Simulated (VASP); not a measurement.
# Ge (Fd-3m) in VASP: notebook

The runs below take Ge through electric field gradients, with LDA, PBEsol, PBE.

Everything below comes from runs of VASP 6.6.1. Logs are shortened: lines on timing, memory, paths and dates and some standing lists are left out, and cuts for length are marked.

**1. The cell of the first run**

The structure is cubic, space group Fd-3m (No. 227). The conventional cell has a = 5.675 Å, b = 5.675 Å, c = 5.675 Å, α = 90.00°, β = 90.00°, γ = 90.00°. Within 3.2 Å of Ge (site symmetry -43m) lie 4 Ge at 2.46 Å.

**2. Electric field gradients, LDA**

INCAR

```
ALGO     = Normal         # electronic algorithm
EDIFF    = 1E-8           # SCF threshold, eV
ENCUT    = 520            # plane-wave cutoff, eV
GGA      = CA             # functional
ISIF     = 2              # what is computed and relaxed
ISMEAR   = -1             # smearing method
LASPH    = T              # aspherical terms in the spheres
LCHARG   = F              # write CHGCAR
LEFG     = T            
LREAL    = F              # projectors in reciprocal space
LWAVE    = F              # write WAVECAR
NBANDS   = 21             # bands
NELM     = 100            # most SCF steps
PREC     = Accurate       # precision mode
SIGMA    = 0.05           # smearing width, eV
```

KPOINTS

```
k-points
0
Gamma
  11 11 11
```

POSCAR

```
Ge
1.0
    0.0000000000      2.8374271074      2.8374271074
    2.8374271074      0.0000000000      2.8374271074
    2.8374271074      2.8374271074      0.0000000000
Ge
2
Direct
    0.0000000000      0.0000000000      0.0000000000
    0.2500000000      0.2500000000      0.2500000000
```

Potentials or basis: VASP PAW LDA potentials, release 64 (Ge_d).

Started as:

```console
$ cat potpaw_LDA.64/Ge_d/POTCAR > POTCAR
$ mpirun -np 1 vasp_std > vasp.out
```

OUTCAR:

```text
EDIFF = 1E-8
   ENCUT = 520
   GGA = CA
   ISIF = 2
   ISMEAR = -1
   LASPH = T
   LREAL = F
   NELM = 100
   PREC = Accurate

 ion  position               nearest neighbor table
   1  0.000  0.000  0.000-   2 2.46   2 2.46   2 2.46   2 2.46
   2  0.250  0.250  0.250-   1 2.46   1 2.46   1 2.46   1 2.46

  LATTYP: Found a face centered cubic cell.
 ALAT       =     5.6748542148

  Lattice vectors:

 A1 = (   0.0000000000,   2.8374271074,   2.8374271074)
 A2 = (   2.8374271074,   0.0000000000,   2.8374271074)
 A3 = (   2.8374271074,   2.8374271074,   0.0000000000)

Analysis of symmetry for initial positions (statically):
=====================================================================
 Subroutine PRICEL returns:
 Original cell was already a primitive cell.

 Routine SETGRP: Setting up the symmetry group for a
 face centered cubic supercell.

 Subroutine GETGRP returns: Found 48 space group operations
 (whereof 24 operations were pure point group operations)
 out of a pool of 48 trial point group operations.

The static configuration has the point symmetry T_d .
 The point group associated with its full space group is O_h .

Analysis of symmetry for dynamics (positions and initial velocities):
=====================================================================
 Subroutine PRICEL returns:
 Original cell was already a primitive cell.

 Routine SETGRP: Setting up the symmetry group for a
 face centered cubic supercell.

 Subroutine GETGRP returns: Found 48 space group operations
 (whereof 24 operations were pure point group operations)
 out of a pool of 48 trial point group operations.

The dynamic configuration has the point symmetry T_d .
 The point group associated with its full space group is O_h .

 Subroutine INISYM returns: Found 48 space group operations
 (whereof 24 operations are pure point group operations),
 and found     1 'primitive' translations

----------------------------------------------------------------------------------------

                                     Primitive cell

  volume of cell :      45.6882

  direct lattice vectors                    reciprocal lattice vectors
     0.000000000  2.837427107  2.837427107    -0.176215981  0.176215981  0.176215981
     2.837427107  0.000000000  2.837427107     0.176215981 -0.176215981  0.176215981
[... 123 lines left out ...]
 number of electron      28.0000014 magnetization

 Free energy of the ion-electron system (eV)
  ---------------------------------------------------
  ext. energy  EPLUGINS =         0.00000000
  ---------------------------------------------------
  free energy    TOTEN  =       -10.38399315 eV

  energy without entropy =      -10.38322136  energy(sigma->0) =      -10.38360726

 E-fermi :   4.6172     XC(G=0): -10.2461

 val. band max:        4.4425518931   @ k =   0.0909   0.0000   0.0000
 cond. band min:       4.6355047570   @ k =   0.0000   0.0000   0.0000
 fundamental gap:      0.1929528639
 Fermi energy:         4.6172462418

 k-point     1 :       0.0000    0.0000    0.0000
  band No.  band energies     occupation
      1     -20.2911      2.00000
      2     -20.2911      2.00000
      3     -20.2911      2.00000
      4     -20.2550      2.00000
      5     -20.2550      2.00000
      6     -20.0493      2.00000
[... 565 lines left out ...]
     20      14.0614      0.00000
     21      14.3260      0.00000

 [... further k-points ...]

------------------------ aborting loop because EDIFF is reached ----------------------------------------

  FORCE on cell =-STRESS in cart. coord.  units (eV):
  Direction    XX          YY          ZZ          XY          YZ          ZX
  --------------------------------------------------------------------------------------
  -------------------------------------------------------------------------------------
  Total       -0.5041657     -0.5041657     -0.5041657      0.0000000      0.0000000     -0.0000000
  in kB      -17.6798981    -17.6798981    -17.6798981      0.0000000      0.0000000     -0.0000000
  external PRESSURE =     -17.6798981 kB  Pullay stress =       0.0000000 kB

 VOLUME and BASIS-vectors are now :
 -----------------------------------------------------------------------------
  energy-cutoff  :      520.00
  volume of cell :       45.69
      direct lattice vectors                 reciprocal lattice vectors
     0.000000000  2.837427107  2.837427107    -0.176215981  0.176215981  0.176215981
     2.837427107  0.000000000  2.837427107     0.176215981 -0.176215981  0.176215981
     2.837427107  2.837427107  0.000000000     0.176215981  0.176215981 -0.176215981

 POSITION                                       TOTAL-FORCE (eV/Angst)
 -----------------------------------------------------------------------------------
      0.00000      0.00000      0.00000        -0.000000     -0.000000     -0.000000
      1.41871      1.41871      1.41871         0.000000      0.000000      0.000000
 -----------------------------------------------------------------------------------
    total drift:                                0.000000      0.000000      0.000000

  FREE ENERGIE OF THE ION-ELECTRON SYSTEM (eV)
  ---------------------------------------------------
  free  energy   TOTEN  =       -10.3839931526 eV

  energy  without entropy=      -10.3832213624  energy(sigma->0) =      -10.38360726

 Electric field gradients (V/A^2)
---------------------------------------------------------------------
 ion       V_xx      V_yy      V_zz      V_xy      V_xz      V_yz
---------------------------------------------------------------------
   1      -0.000    -0.000    -0.000     0.004     0.004     0.004
   2      -0.000    -0.000    -0.000     0.004     0.004     0.004
---------------------------------------------------------------------

 Electric field gradients after diagonalization (V/A^2)
 (convention: |V_zz| > |V_xx| > |V_yy|)
----------------------------------------------------------------------
 ion       V_xx      V_yy      V_zz     asymmetry (V_yy - V_xx)/ V_zz
----------------------------------------------------------------------
   1      -0.004    -0.004     0.008       0.000
   2      -0.004    -0.004     0.008       0.000
----------------------------------------------------------------------

           NMR quadrupolar parameters

 Cq : quadrupolar parameter    Cq=e*Q*V_zz/h
 eta: asymmetry parameters     (V_yy - V_xx)/ V_zz
 Q  : nuclear electric quadrupole moment in mb (millibarn)
----------------------------------------------------------------------
 ion       Cq(MHz)       eta       Q (mb)
----------------------------------------------------------------------
   1       0.000       0.000       1.000
   2       0.000       0.000       1.000
----------------------------------------------------------------------
```

stdout:

```text
POSCAR found type information on POSCAR Ge
 POSCAR found :  1 types and       2 ions
 scaLAPACK will be used
 LDA part: xc-table for (Slater(with rela. corr.)+CA(PZ))
 , standard interpolation
 POSCAR, INCAR and KPOINTS ok, starting setup
 FFT: planning ... GRIDC
 FFT: planning ... GRID_SOFT
 FFT: planning ... GRID
 WAVECAR not read
 entering main loop
ion   1

ion   2
```

It took 32 s on 1 thread of Intel Xeon Platinum 8488C (Sapphire Rapids), shared host; peak memory 0.17 GiB.

What came out:

| Item | Value |
| --- | --- |
| Free energy | -10.3840 eV |
| Pressure | -1.8 GPa |
| Band gap on the k mesh | zero (filled and empty bands touch) |

Levels at points of the mesh, in eV from the Fermi level:
```
           k point  band 11  band 12  band 13  band 14  band 15  band 16  band 17  band 18
(0.00, 0.00, 0.00)   -12.72    -0.21     0.02     0.02     0.02     2.54     2.54     2.54
```

Caveat: without QUAD_EFG the Cq values of the log hold for a quadrupole moment of 1 mb, not for the nuclei.

**3. Electric field gradients, PBEsol**

INCAR

```
SYSTEM = Ge
ALGO = Normal ; EDIFF = 1E-8
ENCUT = 520 ; GGA = PS
ISIF = 2 ; ISMEAR = -1
LASPH = .TRUE. ; LCHARG = .FALSE.
LEFG = .TRUE. ; LREAL = .FALSE.
LWAVE = .FALSE. ; NBANDS = 21
NELM = 80 ; PREC = Accurate
SIGMA = 0.05
```

KPOINTS

```
k-points
0
G
  11 11 11
  0 0 0
```

POSCAR is that of step 2.

Potentials or basis: VASP PAW PBE potentials, release 64 (Ge_d).

Started as:

```console
$ cat potpaw_PBE.64/Ge_d/POTCAR > POTCAR
$ mpirun -np 1 vasp_std > vasp.out
```

OUTCAR:

```text
SYSTEM = Ge
   EDIFF = 1E-8
   ENCUT = 520
   GGA = PS
   ISIF = 2
   ISMEAR = -1
   LASPH = .TRUE.
   LREAL = .FALSE.
   NELM = 80
   PREC = Accurate

 ion  position               nearest neighbor table
   1  0.000  0.000  0.000-   2 2.46   2 2.46   2 2.46   2 2.46
   2  0.250  0.250  0.250-   1 2.46   1 2.46   1 2.46   1 2.46

  LATTYP: Found a face centered cubic cell.
 ALAT       =     5.6748542148

  Lattice vectors:

 A1 = (   0.0000000000,   2.8374271074,   2.8374271074)
 A2 = (   2.8374271074,   0.0000000000,   2.8374271074)
 A3 = (   2.8374271074,   2.8374271074,   0.0000000000)

Analysis of symmetry for initial positions (statically):
=====================================================================
 Subroutine PRICEL returns:
 Original cell was already a primitive cell.

 Routine SETGRP: Setting up the symmetry group for a
 face centered cubic supercell.

 Subroutine GETGRP returns: Found 48 space group operations
 (whereof 24 operations were pure point group operations)
 out of a pool of 48 trial point group operations.

The static configuration has the point symmetry T_d .
 The point group associated with its full space group is O_h .

Analysis of symmetry for dynamics (positions and initial velocities):
=====================================================================
 Subroutine PRICEL returns:
 Original cell was already a primitive cell.

 Routine SETGRP: Setting up the symmetry group for a
 face centered cubic supercell.

 Subroutine GETGRP returns: Found 48 space group operations
 (whereof 24 operations were pure point group operations)
 out of a pool of 48 trial point group operations.
[... 158 lines left out ...]
  band No.  band energies     occupation
      1     -19.9766      2.00000
      2     -19.9766      2.00000
      3     -19.9766      2.00000
      4     -19.9407      2.00000
      5     -19.9407      2.00000
      6     -19.7335      2.00000
[... 565 lines left out ...]
     20      14.2278      0.00000
     21      14.4761      0.00000

 [... further k-points ...]

------------------------ aborting loop because EDIFF is reached ----------------------------------------

  FORCE on cell =-STRESS in cart. coord.  units (eV):
  Direction    XX          YY          ZZ          XY          YZ          ZX
  --------------------------------------------------------------------------------------
  -------------------------------------------------------------------------------------
  Total       -0.0121041     -0.0121041     -0.0121041      0.0000000     -0.0000000     -0.0000000
  in kB       -0.4244608     -0.4244608     -0.4244608      0.0000000     -0.0000000     -0.0000000
  external PRESSURE =      -0.4244608 kB  Pullay stress =       0.0000000 kB

 VOLUME and BASIS-vectors are now :
 -----------------------------------------------------------------------------
  energy-cutoff  :      520.00
  volume of cell :       45.69
      direct lattice vectors                 reciprocal lattice vectors
     0.000000000  2.837427107  2.837427107    -0.176215981  0.176215981  0.176215981
     2.837427107  0.000000000  2.837427107     0.176215981 -0.176215981  0.176215981
     2.837427107  2.837427107  0.000000000     0.176215981  0.176215981 -0.176215981

 POSITION                                       TOTAL-FORCE (eV/Angst)
 -----------------------------------------------------------------------------------
      0.00000      0.00000      0.00000         0.000000      0.000000      0.000000
      1.41871      1.41871      1.41871        -0.000000     -0.000000     -0.000000
 -----------------------------------------------------------------------------------
    total drift:                                0.000000     -0.000000      0.000000

  FREE ENERGIE OF THE ION-ELECTRON SYSTEM (eV)
  ---------------------------------------------------
  free  energy   TOTEN  =        -9.8730535741 eV

  energy  without entropy=       -9.8724494759  energy(sigma->0) =       -9.87275152

 Electric field gradients (V/A^2)
---------------------------------------------------------------------
 ion       V_xx      V_yy      V_zz      V_xy      V_xz      V_yz
---------------------------------------------------------------------
   1       0.000    -0.000    -0.000     0.004     0.004     0.004
   2       0.000    -0.000    -0.000     0.004     0.004     0.004
---------------------------------------------------------------------

 Electric field gradients after diagonalization (V/A^2)
 (convention: |V_zz| > |V_xx| > |V_yy|)
----------------------------------------------------------------------
 ion       V_xx      V_yy      V_zz     asymmetry (V_yy - V_xx)/ V_zz
----------------------------------------------------------------------
   1      -0.004    -0.004     0.008       0.000
   2      -0.004    -0.004     0.008       0.000
----------------------------------------------------------------------

           NMR quadrupolar parameters

 Cq : quadrupolar parameter    Cq=e*Q*V_zz/h
 eta: asymmetry parameters     (V_yy - V_xx)/ V_zz
 Q  : nuclear electric quadrupole moment in mb (millibarn)
----------------------------------------------------------------------
 ion       Cq(MHz)       eta       Q (mb)
----------------------------------------------------------------------
   1       0.000       0.000       1.000
   2       0.000       0.000       1.000
----------------------------------------------------------------------
```

OSZICAR:

```text
N       E                     dE             d eps       ncg     rms          rms(c)
DAV:   1     0.182297309805E+03    0.18230E+03   -0.14493E+04  2675   0.360E+03
DAV:   2     0.169829666516E+02   -0.16531E+03   -0.15992E+03  2357   0.602E+02
DAV:   3    -0.913776096455E+01   -0.26121E+02   -0.25926E+02  2727   0.142E+02
DAV:   4    -0.100070247086E+02   -0.86926E+00   -0.86881E+00  2642   0.299E+01
DAV:   5    -0.100213331258E+02   -0.14308E-01   -0.14308E-01  2672   0.425E+00    0.322E+00
DAV:   6    -0.992033773547E+01    0.10100E+00   -0.34711E-02  3210   0.226E+00    0.183E+00
DAV:   7    -0.987196583541E+01    0.48372E-01   -0.57998E-02  2590   0.243E+00    0.158E-01
DAV:   8    -0.987296507139E+01   -0.99924E-03   -0.68570E-03  2696   0.118E+00    0.464E-02
DAV:   9    -0.987303410463E+01   -0.69033E-04   -0.29610E-04  3007   0.284E-01    0.132E-02
DAV:  10    -0.987305313783E+01   -0.19033E-04   -0.26216E-05  2582   0.436E-02    0.520E-03
DAV:  11    -0.987305387466E+01   -0.73683E-06   -0.65863E-06  3265   0.428E-02    0.199E-03
DAV:  12    -0.987305362665E+01    0.24801E-06   -0.10791E-06  3162   0.194E-02    0.268E-04
DAV:  13    -0.987305358282E+01    0.43832E-07   -0.30061E-08  2536   0.181E-03    0.125E-04
DAV:  14    -0.987305357405E+01    0.87657E-08   -0.30409E-09  1571   0.986E-04
   1 F= -.98730536E+01 E0= -.98727515E+01  d E =-.604098E-03
```

It took 38 s on 1 thread of Intel Xeon Platinum 8488C (Sapphire Rapids), shared host; peak memory 0.18 GiB.

What came out:

```
Free energy            : -9.8731 eV
Pressure               : 0.0 GPa
Band gap on the k mesh : zero (filled and empty bands touch)
```

Levels at points of the mesh, in eV from the Fermi level:
| k point | band 10 | band 11 | band 12 | band 13 | band 14 | band 15 | band 16 | band 17 | band 18 | band 19 |
| --- | --- | --- | --- | --- | --- | --- | --- | --- | --- | --- |
| (0.00, 0.00, 0.00) | -24.50 | -12.74 | -0.10 | -0.01 | -0.01 | -0.01 | 2.52 | 2.52 | 2.52 | 6.19 |

Caveat: without QUAD_EFG the Cq values of the log hold for a quadrupole moment of 1 mb, not for the nuclei; the PAW data sets were made with another functional, which shifts forces and pressure a little.

**4. Electric field gradients, PBE**

INCAR

```
PREC = Accurate
ENCUT = 520
EDIFF = 1E-8
ISMEAR = -1
SIGMA = 0.05
LREAL = False
LASPH = True
NELM = 60
ALGO = Normal
ISIF = 2
LWAVE = False
LCHARG = False
GGA = PE
LEFG = True
NBANDS = 21
```

KPOINTS

```
regular mesh
0
Gamma
  11 11 11
```

POSCAR is that of step 3.

Potentials or basis: VASP PAW PBE potentials, release 64 (Ge_d).

Started as:

```console
$ cat potpaw_PBE.64/Ge_d/POTCAR > POTCAR
$ mpirun -np 1 vasp_std > vasp.out
```

OUTCAR:

```text
PREC = Accurate
   ENCUT = 520
   EDIFF = 1E-8
   ISMEAR = -1
   LREAL = False
   LASPH = True
   NELM = 60
   ISIF = 2
   GGA = PE

 ion  position               nearest neighbor table
   1  0.000  0.000  0.000-   2 2.46   2 2.46   2 2.46   2 2.46
   2  0.250  0.250  0.250-   1 2.46   1 2.46   1 2.46   1 2.46

  LATTYP: Found a face centered cubic cell.
 ALAT       =     5.6748542148

  Lattice vectors:

 A1 = (   0.0000000000,   2.8374271074,   2.8374271074)
 A2 = (   2.8374271074,   0.0000000000,   2.8374271074)
[... 789 lines left out ...]
  FREE ENERGIE OF THE ION-ELECTRON SYSTEM (eV)
  ---------------------------------------------------
  free  energy   TOTEN  =        -9.0166654318 eV

  energy  without entropy=       -9.0162174798  energy(sigma->0) =       -9.01644146

 Electric field gradients (V/A^2)
---------------------------------------------------------------------
 ion       V_xx      V_yy      V_zz      V_xy      V_xz      V_yz
---------------------------------------------------------------------
   1      -0.000     0.000     0.000     0.004     0.004     0.004
   2      -0.000     0.000     0.000     0.004     0.004     0.004
---------------------------------------------------------------------

 Electric field gradients after diagonalization (V/A^2)
 (convention: |V_zz| > |V_xx| > |V_yy|)
----------------------------------------------------------------------
 ion       V_xx      V_yy      V_zz     asymmetry (V_yy - V_xx)/ V_zz
----------------------------------------------------------------------
   1      -0.004    -0.004     0.008       0.000
   2      -0.004    -0.004     0.008       0.000
----------------------------------------------------------------------

           NMR quadrupolar parameters

 Cq : quadrupolar parameter    Cq=e*Q*V_zz/h
 eta: asymmetry parameters     (V_yy - V_xx)/ V_zz
 Q  : nuclear electric quadrupole moment in mb (millibarn)
----------------------------------------------------------------------
 ion       Cq(MHz)       eta       Q (mb)
----------------------------------------------------------------------
   1       0.000       0.000       1.000
   2       0.000       0.000       1.000
----------------------------------------------------------------------
```

It took 39 s on 1 thread of Intel Xeon Platinum 8488C (Sapphire Rapids), shared host; peak memory 0.19 GiB.

Results:

```yaml
Free_energy: -9.0167 eV
Pressure: 2.9 GPa
Band_gap_on_the_k_mesh: zero (filled and empty bands touch)
```

Caveat: without QUAD_EFG the Cq values of the log hold for a quadrupole moment of 1 mb, not for the nuclei.

[end of part 1 of 2]
